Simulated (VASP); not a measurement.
# MgF2 (P4_2/mnm) in VASP: notebook

The runs below take MgF2 through single point, relaxation of cell and atoms, with PBE.

All numbers are computed with VASP 6.6.1; they aren't measurements. Logs are shortened: lines on timing, memory, paths and dates and some standing lists are left out, and cuts for length are marked.

## Step 1: The cell of the first run

Symmetry: P4_2/mnm, No. 136, tetragonal system. Conventional cell: a = 4.698 Å, b = 4.698 Å, c = 3.093 Å, α = 90.00°, β = 90.00°, γ = 90.00°. Mg (site symmetry mmm) has 6 F at 2.02 Å within 2.7 Å. F (site symmetry m2m) has 3 Mg at 2.02 Å and 1 F at 2.61 Å within 2.7 Å.

## Step 2: Single point, PBE

File INCAR:

```
SYSTEM = MgF2
PREC     = Accurate       ! precision mode
ENCUT    = 520            ! plane-wave cutoff, eV
EDIFF    = 1E-6           ! SCF threshold, eV
ISMEAR   = 0              ! smearing method
SIGMA    = 0.02           ! smearing width, eV
LREAL    = .FALSE.        ! projectors in reciprocal space
LASPH    = .TRUE.         ! aspherical terms in the spheres
NELM     = 100            ! most SCF steps
ALGO     = Normal         ! electronic algorithm
ISIF     = 2              ! what is computed and relaxed
LWAVE    = .FALSE.        ! write WAVECAR
LCHARG   = .TRUE.         ! write CHGCAR
GGA      = PE             ! functional
LELF     = .TRUE.         ! ELF
LVHAR    = .TRUE.       
NBANDS   = 25             ! bands
```

File KPOINTS:

```
Automatic mesh
0
G
  6 6 8
  0 0 0
```

File POSCAR:

```
MgF2
1.0
    4.6975999793      0.0000000000      0.0000000000
    0.0000000000      4.6975999793      0.0000000000
    0.0000000000      0.0000000000      3.0930660524
Mg F
2 4
Direct
    0.0000000000      0.0000000000      0.0000000000
    0.5000000000      0.5000000000      0.5000000000
    0.3035644564      0.3035644564      0.0000000000
    0.1964355436      0.8035644564      0.5000000000
    0.6964355436      0.6964355436      0.0000000000
    0.8035644564      0.1964355436      0.5000000000
```

Potentials or basis: VASP PAW PBE potentials, release 64 (Mg, F).

On the command line:

```
cat potpaw_PBE.64/Mg/POTCAR potpaw_PBE.64/F/POTCAR > POTCAR
mpirun -np 1 vasp_std > vasp.out
```

OUTCAR:

```text
SYSTEM = MgF2
   PREC = Accurate
   ENCUT = 520
   EDIFF = 1E-6
   ISMEAR = 0
   LREAL = .FALSE.
   LASPH = .TRUE.
   NELM = 100
   ISIF = 2
   GGA = PE

 ion  position               nearest neighbor table
   1  0.000  0.000  0.000-   3 2.02   5 2.02   4 2.02   6 2.02   4 2.02   6 2.02
   2  0.500  0.500  0.500-   4 2.02   6 2.02   5 2.02   3 2.02   3 2.02   5 2.02
   3  0.304  0.304  0.000-   1 2.02   2 2.02   2 2.02
   4  0.196  0.804  0.500-   2 2.02   1 2.02   1 2.02
   5  0.696  0.696  0.000-   1 2.02   2 2.02   2 2.02
   6  0.804  0.196  0.500-   2 2.02   1 2.02   1 2.02

  LATTYP: Found a simple tetragonal cell.
 ALAT       =     4.6975999793
 C/A-ratio  =     0.6584353853

  Lattice vectors:

 A1 = (   4.6975999793,   0.0000000000,   0.0000000000)
 A2 = (   0.0000000000,   4.6975999793,   0.0000000000)
 A3 = (   0.0000000000,   0.0000000000,   3.0930660524)

Analysis of symmetry for initial positions (statically):
=====================================================================
 Subroutine PRICEL returns:
 Original cell was already a primitive cell.

 Routine SETGRP: Setting up the symmetry group for a
 simple tetragonal supercell.

 Subroutine GETGRP returns: Found 16 space group operations
 (whereof  8 operations were pure point group operations)
 out of a pool of 16 trial point group operations.

The static configuration has the point symmetry D_2h.
 The point group associated with its full space group is D_4h.

Analysis of symmetry for dynamics (positions and initial velocities):
=====================================================================
 Subroutine PRICEL returns:
 Original cell was already a primitive cell.

 Routine SETGRP: Setting up the symmetry group for a
 simple tetragonal supercell.

 Subroutine GETGRP returns: Found 16 space group operations
 (whereof  8 operations were pure point group operations)
 out of a pool of 16 trial point group operations.

The dynamic configuration has the point symmetry D_2h.
 The point group associated with its full space group is D_4h.

 Subroutine INISYM returns: Found 16 space group operations
 (whereof  8 operations are pure point group operations),
 and found     1 'primitive' translations

----------------------------------------------------------------------------------------

                                     Primitive cell

[... 99 lines left out ...]
   LREAL  =      F    real-space projection
   EDIFFG = 0.1E-04   stopping-criterion for IOM
   NSW    =      0    number of steps for IOM
   IBRION =     -1    ionic relax: 0-MD 1-quasi-New 2-CG
   NFREE  =      0    steps in history (QN), initial steepest desc. (CG)
   ISIF   =      2    stress and relaxation
   ISYM   =      2    0-nonsym 1-usesym 2-fastsym
   POTIM  = 0.5000    time-step for ionic-motion
   TEBEG  =    0.0;   TEEND  =   0.0 temperature during run
   PSTRESS=    0.0 pullay stress
   NELECT =      32.0000    total number of electrons
   NUPDOWN=      -1.0000    fix difference up-down
   EMIN   =  10.00;   EMAX   =-10.00  energy-range for DOS
   EFERMI =   0.00;   METHOD = LEGACY
   ISMEAR =     0;   SIGMA  =   0.02  broadening in eV -4-tet -1-fermi 0-gaus
   EFERMI_NEDOS =   21; number of points for ismear=-14 and -15
   IALGO  =     38    algorithm
   IMIX   =      4    mixing-type and parameters
     AMIX     =   0.40;   BMIX     =  1.00
     AMIX_MAG =   1.60;   BMIX_MAG =  1.00
  volume/ion in A,a.u.               =      11.38        76.77
  Fermi-wavevector in a.u.,A,eV,Ry     =   1.271777  2.403311 22.006301  1.617418
  Thomas-Fermi vector in A             =   2.404692
   LORBIT       =      0    0 simple, 1 ext, 2 COOP (PROOUT), +10 PAW based schemes
   GGA     = PE    functional components
   LHFCALC =     F    Hartree Fock is set to
   AEXX    =    0.0000 exact exchange contribution
   IVDW    =     0    specifies the selected vdW correction
   LEPSILON=     F    determine dielectric tensor
   LRPA    =     F    only Hartree local field effects (RPA)
 non-spin polarized calculation
 Gauss-broadening in eV      SIGMA  =   0.02
  energy-cutoff  :      520.00
  volume of cell :       68.26
 maximum number of plane-waves:      1875
 NGX is ok and might be reduce to    36
   NGX = 17   NGY = 17   NGZ = 11

 number of electron      32.0000007 magnetization

 Free energy of the ion-electron system (eV)
  ---------------------------------------------------
  ext. energy  EPLUGINS =         0.00000000
  ---------------------------------------------------
  free energy    TOTEN  =       -31.54298634 eV

  energy without entropy =      -31.54298634  energy(sigma->0) =      -31.54298634

 E-fermi :  -1.3936     XC(G=0):  -9.5166

 val. band max:       -1.4758078770   @ k =   0.0000   0.0000   0.0000
 cond. band min:       5.3183465994   @ k =   0.0000   0.0000   0.0000
 fundamental gap:      6.7941544765
 Fermi energy:        -1.3936374319

 k-point     1 :       0.0000    0.0000    0.0000
  band No.  band energies     occupation
      1     -22.0634      2.00000
      2     -21.3396      2.00000
      3     -21.3396      2.00000
      4     -21.2606      2.00000
      5      -5.3855      2.00000
      6      -3.7954      2.00000
[... 661 lines left out ...]
     24      14.2435      0.00000
     25      15.9102      0.00000

 [... further k-points ...]

------------------------ aborting loop because EDIFF is reached ----------------------------------------

  FORCE on cell =-STRESS in cart. coord.  units (eV):
  Direction    XX          YY          ZZ          XY          YZ          ZX
  --------------------------------------------------------------------------------------
  -------------------------------------------------------------------------------------
  Total       -0.3273941     -0.3273941     -0.3720103     -0.0000000      0.0000000      0.0000000
  in kB       -7.6849343     -7.6849343     -8.7322130     -0.0000000      0.0000000      0.0000000
  external PRESSURE =      -8.0340272 kB  Pullay stress =       0.0000000 kB

 VOLUME and BASIS-vectors are now :
 -----------------------------------------------------------------------------
  energy-cutoff  :      520.00
  volume of cell :       68.26
      direct lattice vectors                 reciprocal lattice vectors
     4.697599979  0.000000000  0.000000000     0.212874660  0.000000000  0.000000000
     0.000000000  4.697599979  0.000000000     0.000000000  0.212874660  0.000000000
     0.000000000  0.000000000  3.093066052     0.000000000  0.000000000  0.323303797

 POSITION                                       TOTAL-FORCE (eV/Angst)
 -----------------------------------------------------------------------------------
      0.00000      0.00000      0.00000         0.000000     -0.000000     -0.000000
      2.34880      2.34880      1.54653         0.000000     -0.000000     -0.000000
      1.42602      1.42602      0.00000         0.001108      0.001108      0.000000
      0.92278      3.77482      1.54653        -0.001108      0.001108     -0.000000
      3.27158      3.27158      0.00000        -0.001108     -0.001108     -0.000000
      3.77482      0.92278      1.54653         0.001108     -0.001108     -0.000000
 -----------------------------------------------------------------------------------
    total drift:                                0.000000     -0.000000      0.000000

  FREE ENERGIE OF THE ION-ELECTRON SYSTEM (eV)
  ---------------------------------------------------
  free  energy   TOTEN  =       -31.5429863433 eV

  energy  without entropy=      -31.5429863433  energy(sigma->0) =      -31.54298634
```

stdout:

```text
POSCAR found type information on POSCAR MgF
 POSCAR found :  2 types and       6 ions
 scaLAPACK will be used
 LDA part: xc-table for (Slater+PW92), standard interpolation
 POSCAR, INCAR and KPOINTS ok, starting setup
 FFT: planning ... GRIDC
 FFT: planning ... GRID_SOFT
 FFT: planning ... GRID
 WAVECAR not read
 entering main loop
```

Wall time 28 s (1 thread of Intel Xeon Platinum 8488C (Sapphire Rapids), shared host); peak memory 0.21 GiB.

What came out:

* Free energy: -31.5430 eV
* Pressure: -0.8 GPa
* Band gap on the k mesh: 6.79 eV, direct

Stress tensor (GPa, compression positive):
```
-0.77  0.00  0.00
 0.00 -0.77  0.00
 0.00  0.00 -0.87
```

A k mesh can miss the band edges. Expect the measured gap to be larger: semilocal functionals such as PBE lack the derivative discontinuity.

## Step 3: Relaxation of cell and atoms, PBE

This run uses another cell than the first one, of 10.88 Å³/atom, 0.956 times its volume.

File INCAR:

```
SYSTEM = MgF2
PREC = Accurate
ENCUT = 600
EDIFF = 1E-7
ISMEAR = 0
SIGMA = 0.02
LREAL = .False.
LASPH = .True.
NELM = 120
ALGO = Normal
ISIF = 3
LWAVE = .False.
LCHARG = .False.
GGA = PE
IBRION = 2
NSW = 100
EDIFFG = -0.005
GGA_COMPAT = .False.
NELMIN = 4
```

File KPOINTS:

```
regular mesh
0
Gamma
  6 6 8
  0 0 0
```

File POSCAR:

```
MgF2
1.0
    4.6250000000      0.0000000000      0.0000000000
    0.0000000000      4.6250000000      0.0000000000
    0.0000000000      0.0000000000      3.0520000000
Mg F
2 4
Direct
    0.0000000000      0.0000000000      0.0000000000
    0.5000000000      0.5000000000      0.5000000000
    0.3030000000      0.3030000000      0.0000000000
    0.1970000000      0.8030000000      0.5000000000
    0.6970000000      0.6970000000      0.0000000000
    0.8030000000      0.1970000000      0.5000000000
```

Potentials or basis: VASP PAW PBE potentials, release 64 (Mg, F).

On the command line:

```
cat potpaw_PBE.64/Mg/POTCAR potpaw_PBE.64/F/POTCAR > POTCAR
mpirun -np 1 vasp_std > vasp.out
```

It took 3.4 min on 1 thread of AMD EPYC 7R13 (Zen 3), shared host; peak memory 0.2 GiB.

It converged, with:

```
Free energy                            : -31.5454 eV
Relaxed volume                         : 11.26 Å³/atom
Relaxed cell                           : a = 4.681 Å, b = 4.681 Å, c = 3.084 Å, α = 90.00°, β = 90.00°, γ = 90.00°
Space group after relaxing (to 0.05 Å) : P4_2/mnm (No. 136)
Energy gained by relaxing              : 4.0 meV/atom
Ionic steps                            : 5
Pressure after relaxing                : 0.0 GPa
Band gap on the k mesh                 : 6.86 eV, direct
```

Step by step:
| step | energy change (eV) | largest force (eV/Å) | pressure (GPa) | volume (Å³) |
| --- | --- | --- | --- | --- |
| 1 | 0.0000 | 0.0219 | 3.50 | 65.28 |
| 2 | -0.0237 | 0.0395 | -0.03 | 67.55 |
| 3 | -0.0237 | 0.0386 | 0.02 | 67.52 |
| 4 | -0.0240 | 0.0184 | 0.00 | 67.55 |
| 5 | -0.0241 | 0.0003 | 0.00 | 67.58 |

Final structure:
```yaml
crystal:
  lattice:
    - [4.68133, 0.00000, 0.00000]
    - [0.00000, 4.68133, 0.00000]
    - [0.00000, 0.00000, 3.08363]
  atoms:
    - { symbol: Mg, position: [0.00000, 0.00000, 0.00000] }
    - { symbol: Mg, position: [0.50000, 0.50000, 0.50000] }
    - { symbol: F, position: [0.30337, 0.30337, 0.00000] }
    - { symbol: F, position: [0.19663, 0.80337, 0.50000] }
    - { symbol: F, position: [0.69663, 0.69663, 0.00000] }
    - { symbol: F, position: [0.80337, 0.19663, 0.50000] }
```

Levels at points of the mesh, in eV from the valence-band top:
| k point | band 12 | band 13 | band 14 | band 15 | band 16 | band 17 | band 18 | band 19 | band 20 |
| --- | --- | --- | --- | --- | --- | --- | --- | --- | --- |
| (0.00, 0.00, 0.00) | -1.18 | -0.72 | -0.32 | -0.32 | 0.00 | 6.86 | 12.02 | 12.02 | 13.50 |
| (0.50, 0.00, 0.00) | -1.33 | -0.95 | -0.95 | -0.36 | -0.36 | 9.23 | 9.23 | 13.25 | 13.25 |
| (0.50, 0.50, 0.00) | -1.23 | -0.92 | -0.92 | -0.73 | -0.73 | 10.85 | 10.85 | 11.06 | 11.06 |
| (0.00, 0.00, 0.50) | -1.39 | -1.08 | -1.08 | -0.81 | -0.81 | 11.55 | 11.55 | 14.73 | 14.73 |
| (0.50, 0.00, 0.50) | -1.31 | -0.71 | -0.71 | -0.63 | -0.63 | 12.49 | 12.49 | 13.11 | 13.11 |
| (0.50, 0.50, 0.50) | -1.36 | -0.58 | -0.58 | -0.47 | -0.47 | 12.92 | 12.92 | 13.13 | 13.13 |

## Step 4: Single point, PBE (volume scaled by 0.94, then relaxed in part)

File INCAR:

```
PREC = Accurate
ENCUT = 600
EDIFF = 1E-6
ISMEAR = 0
SIGMA = 0.02
LREAL = False
LASPH = True
NELM = 120
ALGO = Normal
ISIF = 2
LWAVE = False
LCHARG = True
GGA = PE
LELF = True
LVHAR = True
NBANDS = 25
GGA_COMPAT = False
```

File KPOINTS:

```
regular mesh
0
Gamma
  6 6 8
```

File POSCAR:

```
MgF2
1.0
    4.5930589181      0.0000000000      0.0000000000
    0.0000000000      4.5930589181      0.0000000000
    0.0000000000      0.0000000000      3.0413407329
Mg F
2 4
Direct
    0.0000000000      0.0000000000      0.0000000000
    0.5000000000      0.5000000000      0.5000000000
    0.3024990303      0.3024990303      0.0000000000
    0.1975009697      0.8024990303      0.5000000000
    0.6975009697      0.6975009697      0.0000000000
    0.8024990303      0.1975009697      0.5000000000
```

On the command line:

```
cat potpaw_PBE.64/Mg/POTCAR potpaw_PBE.64/F/POTCAR > POTCAR
mpirun -np 1 vasp_std > vasp.out
```

It took 50 s on 1 thread of Intel Xeon Platinum 8488C (Sapphire Rapids), shared host; peak memory 0.23 GiB.

Results (log left out):

```yaml
Free_energy: -31.4862 eV
Pressure: 5.4 GPa
Band_gap_on_the_k_mesh: 7.21 eV, direct
```

Stress tensor (GPa, compression positive):
```
5.45 0.00 0.00
0.00 5.45 0.00
0.00 0.00 5.35
```

Levels at points of the mesh, in eV from the valence-band top:
```
           k point  band 14  band 15  band 16  band 17  band 18  band 19
(0.00, 0.00, 0.00)    -0.32    -0.32     0.00     7.21    12.36    12.36
(0.50, 0.00, 0.00)    -0.99    -0.38    -0.38     9.64     9.64    13.62
(0.50, 0.50, 0.00)    -0.97    -0.79    -0.79    11.39    11.39    11.42
(0.00, 0.00, 0.50)    -1.19    -0.87    -0.87    11.97    11.97    15.07
(0.50, 0.00, 0.50)    -0.74    -0.68    -0.68    12.88    12.88    13.62
(0.50, 0.50, 0.50)    -0.62    -0.48    -0.48    13.43    13.43    13.48
```

Caveat: the cell differs from its parent crystal (volume scaled by 0.94, then relaxed in part). A k mesh can miss the band edges.

## Step 5: Single point, PBE (volume scaled by 0.97, then relaxed in part)

File INCAR:

```
SYSTEM = MgF2
PREC = Accurate
ENCUT = 600
EDIFF = 1E-6
ISMEAR = 0
SIGMA = 0.02
LREAL = .FALSE.
LASPH = .TRUE.
NELM = 120
ALGO = Normal
ISIF = 2
LWAVE = .FALSE.
LCHARG = .TRUE.
GGA = PE
LELF = .TRUE.
LVHAR = .TRUE.
NBANDS = 25
GGA_COMPAT = .FALSE.
```

File KPOINTS:

```
Automatic mesh
0
G
  6 6 8
  0 0 0
```

File POSCAR:

```
MgF2
1.0
    4.6458720371      0.0000000000      0.0000000000
    0.0000000000      4.6458720371      0.0000000000
    0.0000000000      0.0000000000      3.0674571497
Mg F
2 4
Direct
    0.0000000000      0.0000000000      0.0000000000
    0.5000000000      0.5000000000      0.5000000000
    0.3029732649      0.3029732649      0.0000000000
    0.1970267351      0.8029732649      0.5000000000
    0.6970267351      0.6970267351      0.0000000000
    0.8029732649      0.1970267351      0.5000000000
```

On the command line:

```
cat potpaw_PBE.64/Mg/POTCAR potpaw_PBE.64/F/POTCAR > POTCAR
mpirun -np 1 vasp_std > vasp.out
```

It took 55 s on 1 thread of Intel Xeon Platinum 8488C (Sapphire Rapids), shared host; peak memory 0.24 GiB.

The run converged. Its results:

* Free energy: -31.5402 eV
* Pressure: 1.9 GPa
* Band gap on the k mesh: 7.00 eV, direct

Stress tensor (GPa, compression positive):
```
1.97 0.00 0.00
0.00 1.97 0.00
0.00 0.00 1.88
```

Levels at points of the mesh, in eV from the valence-band top:
| k point | band 13 | band 14 | band 15 | band 16 | band 17 | band 18 | band 19 | band 20 |
| --- | --- | --- | --- | --- | --- | --- | --- | --- |
| (0.00, 0.00, 0.00) | -0.72 | -0.32 | -0.32 | 0.00 | 7.00 | 12.15 | 12.15 | 13.63 |
| (0.50, 0.00, 0.00) | -0.97 | -0.97 | -0.37 | -0.37 | 9.39 | 9.39 | 13.40 | 13.40 |
| (0.50, 0.50, 0.00) | -0.94 | -0.94 | -0.75 | -0.75 | 11.06 | 11.06 | 11.20 | 11.20 |
| (0.00, 0.00, 0.50) | -1.12 | -1.12 | -0.83 | -0.83 | 11.72 | 11.72 | 14.86 | 14.86 |
| (0.50, 0.00, 0.50) | -0.72 | -0.72 | -0.65 | -0.65 | 12.64 | 12.64 | 13.31 | 13.31 |
| (0.50, 0.50, 0.50) | -0.59 | -0.59 | -0.47 | -0.47 | 13.14 | 13.14 | 13.25 | 13.25 |

Caveat: the cell differs from its parent crystal (volume scaled by 0.97, then relaxed in part).

## Step 6: Summary

| task | cell | cutoff (eV) | gap on the mesh (eV) | pressure (GPa) |
| --- | --- | --- | --- | --- |
| single point | a = 4.698, b = 4.698, c = 3.093 Å, 6 atoms | 520 | 6.79 | -0.8 |
| relaxation of cell and atoms | relaxed from a = 4.625, b = 4.625, c = 3.052 Å, 6 atoms | 600 | 6.86 | 0.0 |
| single point | a = 4.593, b = 4.593, c = 3.041 Å, 6 atoms | 600 | 7.21 | 5.4 |
| single point | a = 4.646, b = 4.646, c = 3.067 Å, 6 atoms | 600 | 7.00 | 1.9 |

Alike in all rows: level PBE; potentials or basis VASP PAW PBE potentials, release 64 (Mg, F); no spin polarisation; k mesh 6 × 6 × 8; smearing gaussian 0.02 eV.

Absolute energies hang on the potentials; compare differences alone.
